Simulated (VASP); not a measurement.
# PbS (R3m) in VASP: further runs

The runs below take PbS through single point, with PBE+D3(BJ).

Everything below comes from runs of VASP 6.6.1. Logs are shortened: lines on timing, memory, paths and dates and some standing lists are left out, and cuts for length are marked.

## (1) The cell of the first run

The typed cell holds 2 atoms: a = 4.022 Å, b = 4.022 Å, c = 4.022 Å, α = 59.97°, β = 59.97°, γ = 59.97°.

## (2) Single point, PBE+D3(BJ) (22.99 Å³/atom)

The input, INCAR:

```
  PREC = Accurate
  ENCUT = 520
  EDIFF = 1E-6
  ISMEAR = 0
  SIGMA = 0.02
  LREAL = F
  LASPH = T
  NELM = 80
  ALGO = Normal
  ISIF = 2
  LWAVE = F
  LCHARG = T
  GGA = PE
  IVDW = 12
  LELF = T
  LVHAR = T
  NBANDS = 17
```

The input, KPOINTS:

```
regular mesh
0
Gamma
  12 12 12
```

The input, POSCAR:

```
PbS
1.0
    2.0100638180      1.1605108864      3.2849836764
   -2.0100638180      1.1605108864      3.2849836764
    0.0000000000     -2.3210217728      3.2849836764
Pb S
1 1
Direct
    0.9779892341      0.9779892341      0.9779892341
    0.4776120959      0.4776120959      0.4776120959
```

Potentials or basis: VASP PAW PBE potentials, release 64 (Pb_d, S).

Run with:

```sh
$ cat potpaw_PBE.64/Pb_d/POTCAR potpaw_PBE.64/S/POTCAR > POTCAR
$ mpirun -np 1 vasp_std > vasp.out
```

OUTCAR:

```text
PREC = Accurate
   ENCUT = 520
   EDIFF = 1E-6
   ISMEAR = 0
   LREAL = F
   LASPH = T
   NELM = 80
   ISIF = 2
   GGA = PE
   IVDW = 12
 IVDW          = 12

 ion  position               nearest neighbor table
   1  0.978  0.978  0.978-   2 2.84   2 2.84   2 2.84   2 2.85   2 2.85   2 2.85
   2  0.478  0.478  0.478-   1 2.84   1 2.84   1 2.84   1 2.85   1 2.85   1 2.85

  LATTYP: Found a trigonal (rhomboedric) cell.
 ALAT       =     4.0222207578
 COS(alpha) =     0.5005202542

  Lattice vectors:

 A1 = (   2.0100638180,   1.1605108864,   3.2849836764)
 A2 = (  -2.0100638180,   1.1605108864,   3.2849836764)
 A3 = (   0.0000000000,  -2.3210217728,   3.2849836764)

Analysis of symmetry for initial positions (statically):
=====================================================================
 Subroutine PRICEL returns:
 Original cell was already a primitive cell.

 Routine SETGRP: Setting up the symmetry group for a
 trigonal (rhombohedral) supercell.

 Subroutine GETGRP returns: Found  6 space group operations
 (whereof  6 operations were pure point group operations)
 out of a pool of 12 trial point group operations.

The static configuration has the point symmetry C_3v.

Analysis of symmetry for dynamics (positions and initial velocities):
=====================================================================
 Subroutine PRICEL returns:
 Original cell was already a primitive cell.

 Routine SETGRP: Setting up the symmetry group for a
 trigonal (rhombohedral) supercell.

 Subroutine GETGRP returns: Found  6 space group operations
 (whereof  6 operations were pure point group operations)
 out of a pool of 12 trial point group operations.

The dynamic configuration has the point symmetry C_3v.

 Subroutine INISYM returns: Found  6 space group operations
 (whereof  6 operations are pure point group operations),
 and found     1 'primitive' translations

----------------------------------------------------------------------------------------

                                     Primitive cell

  volume of cell :      45.9773

  direct lattice vectors                    reciprocal lattice vectors
     2.010063818  1.160510886  3.284983676     0.248748321  0.143614910  0.101471839
    -2.010063818  1.160510886  3.284983676    -0.248748321  0.143614910  0.101471839
     0.000000000 -2.321021773  3.284983676     0.000000000 -0.287229820  0.101471839

  length of vectors
     4.022220758  4.022220758  4.022220758     0.304626827  0.304626827  0.304626827

  position of ions in fractional coordinates (direct lattice)
     0.977989234  0.977989234  0.977989234
     0.477612096  0.477612096  0.477612096

  ion indices of the primitive-cell ions
   primitive index   ion index
                 1           1
                 2           2

----------------------------------------------------------------------------------------

 KPOINTS: regular mesh

Automatic generation of k-mesh.
 Grid dimensions read from file:
 generate k-points for:   12   12   12

 Generating k-lattice:

  Cartesian coordinates                     Fractional coordinates (reciprocal lattice)
     0.020729027  0.011967909  0.008455987     0.083333333  0.000000000  0.000000000
    -0.020729027  0.011967909  0.008455987     0.000000000  0.083333333  0.000000000
     0.000000000 -0.023935818  0.008455987     0.000000000  0.000000000  0.083333333

  Length of vectors
     0.025385569  0.025385569  0.025385569

  Shift w.r.t. Gamma in fractional coordinates (k-lattice)
     0.000000000  0.000000000  0.000000000

 Subroutine IBZKPT returns following result:
 ===========================================

 Found    189 irreducible k-points:

 Following reciprocal coordinates:
            Coordinates               Weight
  0.000000  0.000000  0.000000      1.000000
  0.083333  0.000000 -0.000000      6.000000
  0.166667  0.000000  0.000000      6.000000
  0.250000  0.000000  0.000000      6.000000
  0.333333  0.000000  0.000000      6.000000
  0.416667  0.000000 -0.000000      6.000000
[... 16 lines left out ...]
  0.500000  0.166667 -0.000000     12.000000
 -0.416667  0.166667  0.000000     12.000000
 [... further k-points ...]
   k-points           NKPTS =    189   k-points in BZ     NKDIM =    189   number of bands    NBANDS=     17
   number of dos      NEDOS =    301   number of ions     NIONS =      2
   total plane-waves  NPLWV =  27000
   dimension x,y,z NGX =    30 NGY =   30 NGZ =   30
   dimension x,y,z NGXF=    60 NGYF=   60 NGZF=   60
   ions per type =               1   1
   NGX,Y,Z   is equivalent  to a cutoff of  12.40, 12.40, 12.40 a.u.
   NGXF,Y,Z  is equivalent  to a cutoff of  24.80, 24.80, 24.80 a.u.
 SYSTEM =  unknown system
   PREC   = accura    normal or accurate (medium, high low for compatibility)
   ISTART =      0    job   : 0-new  1-cont  2-samecut
   ICHARG =      2    charge: 1-file 2-atom 10-const
   ISPIN  =      1    spin polarized calculation?
   LNONCOLLINEAR =      F non collinear calculations
   LSORBIT =      F    spin-orbit coupling
   LASPH  =      T    aspherical Exc in radial PAW
   ENCUT  =  520.0 eV  38.22 Ry    6.18 a.u.   7.48  7.48  7.48*2*pi/ulx,y,z
   NELM   =     80;   NELMIN=  2; NELMDL= -5     # of ELM steps
   EDIFF  = 0.1E-05   stopping-criterion for ELM
   LREAL  =      F    real-space projection
   EDIFFG = 0.1E-04   stopping-criterion for IOM
   NSW    =      0    number of steps for IOM
   IBRION =     -1    ionic relax: 0-MD 1-quasi-New 2-CG
   NFREE  =      0    steps in history (QN), initial steepest desc. (CG)
   ISIF   =      2    stress and relaxation
   ISYM   =      2    0-nonsym 1-usesym 2-fastsym
   POTIM  = 0.5000    time-step for ionic-motion
   TEBEG  =    0.0;   TEEND  =   0.0 temperature during run
   PSTRESS=    0.0 pullay stress
   NELECT =      20.0000    total number of electrons
   NUPDOWN=      -1.0000    fix difference up-down
   EMIN   =  10.00;   EMAX   =-10.00  energy-range for DOS
   EFERMI =   0.00;   METHOD = LEGACY
   ISMEAR =     0;   SIGMA  =   0.02  broadening in eV -4-tet -1-fermi 0-gaus
   EFERMI_NEDOS =   21; number of points for ismear=-14 and -15
   IALGO  =     38    algorithm
   IMIX   =      4    mixing-type and parameters
     AMIX     =   0.40;   BMIX     =  1.00
     AMIX_MAG =   1.60;   BMIX_MAG =  1.00
  volume/ion in A,a.u.               =      22.99       155.14
  Fermi-wavevector in a.u.,A,eV,Ry     =   1.240424  2.344062 20.934643  1.538653
  Thomas-Fermi vector in A             =   2.374866
   LORBIT       =      0    0 simple, 1 ext, 2 COOP (PROOUT), +10 PAW based schemes
   GGA     = PE    functional components
   LHFCALC =     F    Hartree Fock is set to
   AEXX    =    0.0000 exact exchange contribution
   IVDW    =    12    specifies the selected vdW correction
   LEPSILON=     F    determine dielectric tensor
   LRPA    =     F    only Hartree local field effects (RPA)
 non-spin polarized calculation
 Gauss-broadening in eV      SIGMA  =   0.02
  energy-cutoff  :      520.00
  volume of cell :       45.98
 maximum number of plane-waves:      1258
 NGX is ok and might be reduce to    30
   NGX = 15   NGY = 15   NGZ = 15

 number of electron      19.9999999 magnetization

 Free energy of the ion-electron system (eV)
  ---------------------------------------------------
  ext. energy  EPLUGINS =         0.00000000
  ---------------------------------------------------
  free energy    TOTEN  =        -8.49261104 eV

  energy without entropy =       -8.49261104  energy(sigma->0) =       -8.49261104

 E-fermi :   7.6913     XC(G=0): -10.2925

 val. band max:        7.6081364504   @ k =   0.5000   0.5000   0.5000
 cond. band min:       7.7977998285   @ k =   0.5000   0.0000   0.0000
 fundamental gap:      0.1896633781
 Fermi energy:         7.6913416886

 k-point     1 :       0.0000    0.0000    0.0000
  band No.  band energies     occupation
      1      -9.4920      2.00000
      2      -9.4920      2.00000
      3      -9.4920      2.00000
      4      -9.4798      2.00000
      5      -9.4798      2.00000
      6      -7.2399      2.00000
[... 9 lines left out ...]
     16      13.9770      0.00000
     17      15.8269      0.00000

 k-point     2 :       0.0833    0.0000   -0.0000
  band No.  band energies     occupation
      1      -9.4917      2.00000
      2      -9.4900      2.00000
      3      -9.4898      2.00000
      4      -9.4808      2.00000
      5      -9.4806      2.00000
      6      -7.1676      2.00000
[... 9 lines left out ...]
     16      14.2173      0.00000
     17      16.5500      0.00000

 k-point     3 :       0.1667    0.0000    0.0000
  band No.  band energies     occupation
      1      -9.4965      2.00000
      2      -9.4962      2.00000
      3      -9.4913      2.00000
      4      -9.4708      2.00000
      5      -9.4706      2.00000
      6      -6.9559      2.00000
[... 9 lines left out ...]
     16      14.6646      0.00000
     17      18.0278      0.00000

 k-point     4 :       0.2500    0.0000    0.0000
  band No.  band energies     occupation
      1      -9.5095      2.00000
      2      -9.5092      2.00000
      3      -9.4914      2.00000
      4      -9.4528      2.00000
      5      -9.4527      2.00000
      6      -6.6230      2.00000
[... 9 lines left out ...]
     16      15.3050      0.00000
     17      19.7632      0.00000

 k-point     5 :       0.3333    0.0000    0.0000
  band No.  band energies     occupation
      1      -9.5228      2.00000
      2      -9.5224      2.00000
      3      -9.4921      2.00000
      4      -9.4344      2.00000
      5      -9.4343      2.00000
      6      -6.2138      2.00000
[... 9 lines left out ...]
     16      16.1210      0.00000
     17      20.5498      0.00000

 k-point     6 :       0.4167    0.0000   -0.0000
  band No.  band energies     occupation
      1      -9.5326      2.00000
      2      -9.5322      2.00000
      3      -9.4929      2.00000
      4      -9.4208      2.00000
      5      -9.4208      2.00000
      6      -5.8297      2.00000
[... 9 lines left out ...]
     16      16.9937      0.00000
     17      19.2650      0.00000

 k-point     7 :       0.5000    0.0000    0.0000
  band No.  band energies     occupation
      1      -9.5362      2.00000
      2      -9.5357      2.00000
      3      -9.4933      2.00000
      4      -9.4158      2.00000
      5      -9.4158      2.00000
      6      -5.6582      2.00000
[... 9 lines left out ...]
     16      17.4732      0.00000
     17      18.4306      0.00000

 k-point     8 :       0.0833    0.0833   -0.0000
  band No.  band energies     occupation
      1      -9.4949      2.00000
      2      -9.4894      2.00000
      3      -9.4858      2.00000
      4      -9.4858      2.00000
      5      -9.4771      2.00000
      6      -7.1422      2.00000
[... 9 lines left out ...]
     16      14.7944      0.00000
     17      16.6724      0.00000
[... 203 lines left out ...]
      1      -9.5260      2.00000
      2      -9.5029      2.00000
      3      -9.4695      2.00000
      4      -9.4686      2.00000
      5      -9.4686      2.00000
      6      -6.8439      2.00000
[... 9 lines left out ...]
     16      16.1835      0.00000
     17      16.9896      0.00000

 k-point    20 :       0.2500    0.1667   -0.0000
  band No.  band energies     occupation
      1      -9.5531      2.00000
      2      -9.5052      2.00000
      3      -9.4757      2.00000
      4      -9.4578      2.00000
      5      -9.4485      2.00000
      6      -6.5812      2.00000
[... 9 lines left out ...]
     16      16.5820      0.00000
     17      17.9572      0.00000

 k-point    21 :       0.3333    0.1667    0.0000
  band No.  band energies     occupation
      1      -9.5761      2.00000
      2      -9.5017      2.00000
      3      -9.4864      2.00000
      4      -9.4485      2.00000
      5      -9.4293      2.00000
      6      -6.2167      2.00000
[... 9 lines left out ...]
     16      17.1182      0.00000
     17      19.3903      0.00000

 k-point    22 :       0.4167    0.1667   -0.0000
  band No.  band energies     occupation
      1      -9.5898      2.00000
      2      -9.4989      2.00000
      3      -9.4941      2.00000
      4      -9.4421      2.00000
      5      -9.4162      2.00000
      6      -5.8147      2.00000
[... 9 lines left out ...]
     16      17.7687      0.00000
     17      19.3061      0.00000

 k-point    23 :       0.5000    0.1667   -0.0000
  band No.  band energies     occupation
      1      -9.5918      2.00000
      2      -9.5100      2.00000
      3      -9.4856      2.00000
      4      -9.4385      2.00000
      5      -9.4123      2.00000
      6      -5.5018      2.00000
[... 9 lines left out ...]
     16      17.9710      0.00000
     17      18.5025      0.00000

 k-point    24 :      -0.4167    0.1667    0.0000
  band No.  band energies     occupation
      1      -9.5821      2.00000
      2      -9.5172      2.00000
      3      -9.4801      2.00000
      4      -9.4370      2.00000
      5      -9.4185      2.00000
      6      -5.4546      2.00000
[... 9 lines left out ...]
     16      17.1407      0.00000
     17      19.2175      0.00000

 [... further k-points ...]

------------------------ aborting loop because EDIFF is reached ----------------------------------------

 Edisp (eV)   -0.78950

 E8    (eV) :    -0.3545

  FORCE on cell =-STRESS in cart. coord.  units (eV):
  Direction    XX          YY          ZZ          XY          YZ          ZX
  --------------------------------------------------------------------------------------
  -------------------------------------------------------------------------------------
  Total       2.72160     2.72160     2.71446    -0.00000    -0.00000     0.00000
  in kB      94.84009    94.84009    94.59109    -0.00000    -0.00000     0.00000
  external pressure =       94.76 kB  Pullay stress =        0.00 kB

 VOLUME and BASIS-vectors are now :
 -----------------------------------------------------------------------------
  energy-cutoff  :      520.00
  volume of cell :       45.98
      direct lattice vectors                 reciprocal lattice vectors
     2.010063818  1.160510886  3.284983676     0.248748321  0.143614910  0.101471839
    -2.010063818  1.160510886  3.284983676    -0.248748321  0.143614910  0.101471839
     0.000000000 -2.321021773  3.284983676     0.000000000 -0.287229820  0.101471839

 POSITION                                       TOTAL-FORCE (eV/Angst)
 -----------------------------------------------------------------------------------
      0.00000      0.00000      9.63804         0.000000      0.000000     -0.007713
      0.00000      0.00000      4.70684         0.000000     -0.000000      0.007713
 -----------------------------------------------------------------------------------
    total drift:                               -0.000000      0.000000     -0.000007

  FREE ENERGIE OF THE ION-ELECTRON SYSTEM (eV)
  ---------------------------------------------------
  free  energy   TOTEN  =        -9.2821150858 eV

  energy  without entropy=       -9.2821150858  energy(sigma->0) =       -9.28211509
```

Run time: 4 min. Hardware: 1 thread of Intel Xeon 8259CL, shared host; peak memory 0.26 GiB.

Results:

```yaml
Free_energy: -9.2821 eV
Pressure: 9.5 GPa
Largest_force: 0.008 eV/Å
Band_gap_on_the_k_mesh: 0.19 eV (least direct gap 0.20 eV)
Dispersion_energy_per_atom: -0.395 eV
```

Forces on the atoms (eV/Å):
```
Pb   0.000  0.000 -0.008
S    0.000  0.000  0.008
```

Caveat: the cell stands under pressure; spin-orbit coupling is left out, which moves the levels of the heavy elements.

[end of part 1 of 2]
